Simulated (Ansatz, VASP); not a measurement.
## Ga: VASP beside Ansatz

INCAR

```
PREC = Accurate ; ENCUT = 500
EDIFF = 1E-6 ; ISMEAR = -1
SIGMA = 0.04 ; LREAL = F
LASPH = T ; NELM = 120
ALGO = Normal ; ISIF = 2
LWAVE = F ; LCHARG = F
GGA = PE ; NBANDS = 12
GGA_COMPAT = F
```

Contents of KPOINTS:

```
regular mesh
0
Gamma
  5 5 5
```

File POSCAR:

```
Ga
1.0
   -1.3843987196      1.3843987196      2.3112238365
    1.3843987196     -1.3843987196      2.3112238365
    1.3843987196      1.3843987196     -2.3112238365
Ga
1
Direct
    0.0000000000      0.0000000000      0.0000000000
```

Contents of input.yaml:

```yaml
crystal:
  lattice:
    - [-1.3843987196, 1.3843987196, 2.3112238365]
    - [1.3843987196, -1.3843987196, 2.3112238365]
    - [1.3843987196, 1.3843987196, -2.3112238365]
  atoms:
    - { symbol: Ga, position: [0.0, 0.0, 0.0] }
kpoints:
  mp_grid: { grid: [5, 5, 5] }
scf:
  occupations: { method: fermi_dirac, width: 0.04 }
hamiltonian:
  xc: pbe
  pseudopotentials: { kind: all_electron, lapw: { basis_error: 0.003 } }
output:
  forces: true
  stress: true
  eigenvalues: true
```

Alike in both runs: task single point; functional PBE; k mesh 5 × 5 × 5; occupations fermi-dirac, width 0.04 eV; no spin polarisation.

|  | VASP | Ansatz |
| --- | --- | --- |
| version | VASP 6.6.1 | Ansatz 0.2.0 |
| potentials or method | VASP PAW PBE potentials, release 64 (Ga_d), cutoff 500 eV | all-electron LAPW, scalar-relativistic |

|  | VASP | Ansatz | Ansatz less VASP |
| --- | --- | --- | --- |
| gap on the k mesh at the Fermi level (eV) | none | none | - |
| pressure (GPa) | 5.2 | 5.1 | -0.04 |
| traceless stress, the component that is largest in VASP (GPa) | 5.71 | 5.76 | +0.050 |

A gap of «none» marks a metal or a gap that the smearing closes. Ansatz ran all-electron here, and VASP with PAW potentials.

The k mesh is coarse, so the values compare programs but aren't converged.
